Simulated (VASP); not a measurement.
# MnS (Fm-3m) in VASP: further runs, part 2 of 2

VASP 6.6.1. Earlier steps stand in the parts before.

## 3. Single point, BLYP, collinear spin, ferromagnetic start

This run uses another cell than the first one, of 17.67 Å³/atom, 1.056 times its volume.

INCAR

```
AGGAC    = 1.0          
AGGAX    = 1.0          
ALDAC    = 0.0          
ALDAX    = 1.0          
ALGO     = Normal         # electronic algorithm
EDIFF    = 1E-6           # SCF threshold, eV
ENCUT    = 520            # plane-wave cutoff, eV
GGA      = B5             # functional
ISIF     = 2              # what is computed and relaxed
ISMEAR   = -1             # smearing method
ISPIN    = 2              # spin polarisation
LASPH    = True           # aspherical terms in the spheres
LCHARG   = False          # write CHGCAR
LMAXMIX  = 4              # l up to which the mixer works
LORBIT   = 11             # projections on sites
LREAL    = False          # projectors in reciprocal space
LWAVE    = False          # write WAVECAR
MAGMOM   = 4 0            # initial moments
NBANDS   = 20             # bands
NELM     = 150            # most SCF steps
PREC     = Accurate       # precision mode
SIGMA    = 0.05           # smearing width, eV
```

KPOINTS

```
k-points
0
Gamma
  9 9 9
```

POSCAR

```
MnS
1.0
    0.0000000000      2.6045000000      2.6045000000
    2.6045000000      0.0000000000      2.6045000000
    2.6045000000      2.6045000000      0.0000000000
Mn S
1 1
Direct
    0.0000000000      0.0000000000      0.0000000000
    0.5000000000      0.5000000000      0.5000000000
```

Potentials or basis: VASP PAW PBE potentials, release 64 (Mn_pv, S).

The run is started by

```bash
$ cat potpaw_PBE.64/Mn_pv/POTCAR potpaw_PBE.64/S/POTCAR > POTCAR
$ mpirun -np 1 vasp_std > vasp.out
```

Run time: 27 s. Hardware: 1 thread of Intel Xeon 6975P-C (Granite Rapids), shared host; peak memory 0.18 GiB.

Results (log left out):

| Property | Result |
| --- | --- |
| Free energy | -12.5405 eV |
| Pressure | 1.3 GPa |
| Net moment | 4.64 μB per cell |
| Site moments | Mn +4.19; S +0.13 μB |
| Valence electrons inside the program's atomic spheres | Mn 11.35; S 3.77 |

Levels at points of the mesh, in eV from the Fermi level:
Spin up:
| k point | band 8 | band 9 | band 10 | band 11 | band 12 | band 13 | band 14 | band 15 | band 16 | band 17 |
| --- | --- | --- | --- | --- | --- | --- | --- | --- | --- | --- |
| (0.00, 0.00, 0.00) | -3.12 | -3.12 | -1.85 | -1.85 | -1.85 | 2.00 | 8.89 | 8.89 | 8.89 | 11.34 |
Spin down:
| k point | band 3 | band 4 | band 5 | band 6 | band 7 | band 8 | band 9 | band 10 | band 11 | band 12 |
| --- | --- | --- | --- | --- | --- | --- | --- | --- | --- | --- |
| (0.00, 0.00, 0.00) | -46.08 | -14.23 | -1.65 | -1.65 | -1.65 | 0.17 | 0.17 | 0.17 | 0.21 | 0.21 |

Caveat: the PAW data sets were made with another functional, which shifts forces and pressure a little; a cell with one magnetic atom can't hold antiferromagnetic order, which such compounds often take; semilocal functionals often make such compounds metallic where correlation or magnetic order opens a gap, which also shifts bond lengths. With open d or f shells a metallic result of BLYP can be an artefact of self-interaction; +U or a hybrid may open a gap.

## 4. Single point, PBE, collinear spin, ferromagnetic start

This run uses another cell than the first one, of 17.67 Å³/atom, 1.056 times its volume.

INCAR

```
SYSTEM = MnS
ALGO = Normal ; EDIFF = 1E-6
ENCUT = 520 ; GGA = PE
ISIF = 2 ; ISMEAR = 0
ISPIN = 2 ; LASPH = .True.
LCHARG = .True. ; LELF = .True.
LMAXMIX = 4 ; LORBIT = 11
LREAL = .False. ; LVHAR = .True.
LWAVE = .False. ; MAGMOM = 4 0
NBANDS = 20 ; NELM = 150
PREC = Accurate ; SIGMA = 0.022
```

KPOINTS

```
k-points
0
Gamma
  9 9 9
  0 0 0
```

POSCAR is that of step 3.

The run is started by

```bash
$ cat potpaw_PBE.64/Mn_pv/POTCAR potpaw_PBE.64/S/POTCAR > POTCAR
$ mpirun -np 1 vasp_std > vasp.out
```

It took 23 s on 1 thread of Intel Xeon 6975P-C (Granite Rapids), shared host; peak memory 0.19 GiB.

Results (log left out):

| Property | Result |
| --- | --- |
| Free energy | -14.0665 eV |
| Pressure | -2.9 GPa |
| Net moment | 4.72 μB per cell |
| Site moments | Mn +4.26; S +0.11 μB |
| Valence electrons inside the program's atomic spheres | Mn 11.30; S 3.73 |

Levels at points of the mesh, in eV from the Fermi level:
Spin up:
| k point | band 10 | band 11 | band 12 | band 13 | band 14 | band 15 |
| --- | --- | --- | --- | --- | --- | --- |
| (0.00, 0.00, 0.00) | -1.86 | -1.86 | -1.86 | 1.72 | 8.61 | 8.61 |
Spin down:
| k point | band 3 | band 4 | band 5 | band 6 | band 7 | band 8 | band 9 | band 10 | band 11 | band 12 |
| --- | --- | --- | --- | --- | --- | --- | --- | --- | --- | --- |
| (0.00, 0.00, 0.00) | -46.16 | -14.27 | -1.64 | -1.64 | -1.64 | 0.32 | 0.32 | 0.32 | 0.37 | 0.37 |

Caveat: a cell with one magnetic atom can't hold antiferromagnetic order, which such compounds often take; semilocal functionals often make such compounds metallic where correlation or magnetic order opens a gap, which also shifts bond lengths. With open d or f shells a metallic result of PBE can be an artefact of self-interaction; +U or a hybrid may open a gap.

## 5. Single point, PBE, collinear spin, ferromagnetic start

This run uses another cell than the first one, of 17.67 Å³/atom, 1.056 times its volume.

INCAR

```
PREC = Accurate
ENCUT = 520
EDIFF = 1E-7
ISMEAR = 0
SIGMA = 0.016
LREAL = F
LASPH = T
NELM = 150
ALGO = Normal
ISIF = 2
LWAVE = F
LCHARG = F
ISPIN = 2
MAGMOM = 4 0
LORBIT = 11
LMAXMIX = 4
GGA = PE
NBANDS = 20
```

KPOINTS

```
Automatic mesh
0
Gamma
  9 9 9
```

POSCAR is that of step 4.

Potentials or basis: VASP PAW PBE potentials, release 64 (Mn_pv, S).

The run is started by

```bash
$ cat potpaw_PBE.64/Mn_pv/POTCAR potpaw_PBE.64/S/POTCAR > POTCAR
$ mpirun -np 1 vasp_std > vasp.out
```

OUTCAR:

```text
PREC = Accurate
   ENCUT = 520
   EDIFF = 1E-7
   ISMEAR = 0
   LREAL = F
   LASPH = T
   NELM = 150
   ISIF = 2
   ISPIN = 2
   LORBIT = 11
   GGA = PE

 ion  position               nearest neighbor table
   1  0.000  0.000  0.000-   2 2.60   2 2.60   2 2.60   2 2.60   2 2.60   2 2.60
   2  0.500  0.500  0.500-   1 2.60   1 2.60   1 2.60   1 2.60   1 2.60   1 2.60

  LATTYP: Found a face centered cubic cell.
 ALAT       =     5.2090000000

  Lattice vectors:

 A1 = (   0.0000000000,   2.6045000000,   2.6045000000)
[... 1318 lines left out ...]
  external PRESSURE =     -28.5000518 kB  Pullay stress =       0.0000000 kB

 VOLUME and BASIS-vectors are now :
 -----------------------------------------------------------------------------
  energy-cutoff  :      520.00
  volume of cell :       35.33
      direct lattice vectors                 reciprocal lattice vectors
     0.000000000  2.604500000  2.604500000    -0.191975427  0.191975427  0.191975427
     2.604500000  0.000000000  2.604500000     0.191975427 -0.191975427  0.191975427
     2.604500000  2.604500000  0.000000000     0.191975427  0.191975427 -0.191975427

 POSITION                                       TOTAL-FORCE (eV/Angst)
 -----------------------------------------------------------------------------------
      0.00000      0.00000      0.00000         0.000000      0.000000     -0.000000
      2.60450      2.60450      2.60450        -0.000000     -0.000000      0.000000
 -----------------------------------------------------------------------------------
    total drift:                               -0.000000      0.000000      0.000000

  FREE ENERGIE OF THE ION-ELECTRON SYSTEM (eV)
  ---------------------------------------------------
  free  energy   TOTEN  =       -14.0664410287 eV

  energy  without entropy=      -14.0662775760  energy(sigma->0) =      -14.06635930

 total charge

# of ion       s       p       d       tot
------------------------------------------
    1        0.215   6.162   4.928  11.305
    2        1.327   2.401   0.000   3.728
--------------------------------------------------
tot          1.542   8.563   4.928  15.033

 magnetization (x)

# of ion       s       p       d       tot
------------------------------------------
    1        0.052   0.039   4.171   4.261
    2        0.027   0.082   0.000   0.109
--------------------------------------------------
tot          0.078   0.120   4.171   4.370
```

Run time: 23 s. Hardware: 1 thread of Intel Xeon 6975P-C (Granite Rapids), shared host; peak memory 0.18 GiB.

What came out:

```
Free energy                                           : -14.0664 eV
Pressure                                              : -2.9 GPa
Net moment                                            : 4.72 μB per cell
Site moments                                          : Mn +4.26; S +0.11 μB
Valence electrons inside the program's atomic spheres : Mn 11.30; S 3.73
```

Caveat: a cell with one magnetic atom can't hold antiferromagnetic order, which such compounds often take; semilocal functionals often make such compounds metallic where correlation or magnetic order opens a gap, which also shifts bond lengths.

## 6. Summary

| level | cell | smearing | gap on the mesh (eV) | pressure (GPa) | moment (μB) |
| --- | --- | --- | --- | --- | --- |
| PBE | a = 3.617 Å, angles 60.0°, 2 atoms | fermi-dirac 0.05 eV | none | 0.0 | 4.57 |
| BLYP | a = 3.683 Å, angles 60.0°, 2 atoms | fermi-dirac 0.05 eV | none | 1.3 | 4.64 |
| PBE | a = 3.683 Å, angles 60.0°, 2 atoms | gaussian 0.022 eV | none | -2.9 | 4.72 |
| PBE | a = 3.683 Å, angles 60.0°, 2 atoms | gaussian 0.016 eV | none | -2.9 | 4.72 |

Alike in all rows: task single point; potentials or basis VASP PAW PBE potentials, release 64 (Mn_pv, S); spin collinear, ferromagnetic start; k mesh 9 × 9 × 9; cutoff (eV) 520.

Caveats: a cell with one magnetic atom can't hold antiferromagnetic order, which such compounds often take; semilocal functionals often make such compounds metallic where correlation or magnetic order opens a gap, which also shifts bond lengths; the PAW data sets were made with another functional, which shifts forces and pressure a little (some runs).

Total energies depend on the potentials used, so only differences within one code and one set of settings carry meaning.
